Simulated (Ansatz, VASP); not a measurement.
# Cd2Cl2O: VASP beside Ansatz

The input INCAR:

```
ALGO     = Normal         # electronic algorithm
EDIFF    = 1E-7           # SCF threshold, eV
ENCUT    = 520            # plane-wave cutoff, eV
GGA      = PE             # functional
ISIF     = 2              # what is computed and relaxed
ISMEAR   = 0              # smearing method
LASPH    = T              # aspherical terms in the spheres
LCHARG   = F              # write CHGCAR
LREAL    = F              # projectors in reciprocal space
LWAVE    = F              # write WAVECAR
NBANDS   = 30             # bands
NELM     = 100            # most SCF steps
PREC     = Accurate       # precision mode
SIGMA    = 0.1            # smearing width, eV
```

File KPOINTS:

```
k-points
0
Gamma
  6 6 2
```

Contents of POSCAR:

```
Cd2Cl2O
1.0
    4.2755722600      0.0000000000      0.0000000000
   -2.1377861300      3.7027542000      0.0000000000
    0.0000000000      0.0000000000      8.3607725500
Cd Cl O
2 2 1
Direct
    0.0000000000      0.0000000000      0.7055339800
    0.0000000000      0.0000000000      0.2944660200
    0.6666666700      0.3333333300      0.5000000000
    0.3333333300      0.6666666700      0.0000000000
    0.6666666700      0.3333333300      0.0000000000
```

Input for Ansatz:

```yaml
crystal:
  lattice:
    - [4.27557226, 0.0, 0.0]
    - [-2.13778613, 3.7027542, 0.0]
    - [0.0, 0.0, 8.36077255]
  atoms:
    - { symbol: Cd, position: [0.0, 0.0, 0.70553398] }
    - { symbol: Cd, position: [0.0, 0.0, 0.29446602] }
    - { symbol: Cl, position: [0.66666667, 0.33333333, 0.5] }
    - { symbol: Cl, position: [0.33333333, 0.66666667, 0.0] }
    - { symbol: O, position: [0.66666667, 0.33333333, 0.0] }
basis:
  ecutwfc: 420
kpoints:
  mp_grid: { grid: [6, 6, 2] }
hamiltonian:
  xc: pbe
scf:
  occupations: { method: gaussian, width: 0.1 }
  lower_state_search: "off"
output:
  forces: true
  stress: true
  eigenvalues: true
```

Change from the starting cell: species swapped into the Sr2ZnAs2 type (P-6m2, No. 187).

Alike in both runs: task single point; functional PBE; k mesh 6 × 6 × 2; occupations gaussian, width 0.1 eV; no spin polarisation.

|  | VASP | Ansatz |
| --- | --- | --- |
| version | VASP 6.6.1 | Ansatz 0.2.0 |
| potentials or method | VASP PAW PBE potentials, release 64 (Cd, Cl, O), cutoff 520 eV | scalar-relativistic, plane waves, PAW |
| valence electrons in the cell | 44 | 60 |

VASP gave:

```
gap on the k mesh at the Fermi level (eV)                     : none
pressure (GPa)                                                : -3.6
traceless stress, the component that is largest in VASP (GPa) : -1.57
rms of the force components (eV/Å)                            : 0.325
```

Problem. What did Ansatz give for the same quantities?

Solution. gap on the k mesh at the Fermi level (eV): none; pressure (GPa): -3.6; traceless stress, the component that is largest in VASP (GPa): -1.58; rms of the force components (eV/Å): 0.322.

Atom by atom the forces differ by 0.003 eV/Å (rms over components). A gap of «none» marks a metal or a gap that the smearing closes. VASP's potentials hold 44 valence electrons a cell and Ansatz's 60, so a difference there can come from the potentials and not from the codes.

The k mesh is coarse, so the values compare programs but aren't converged.
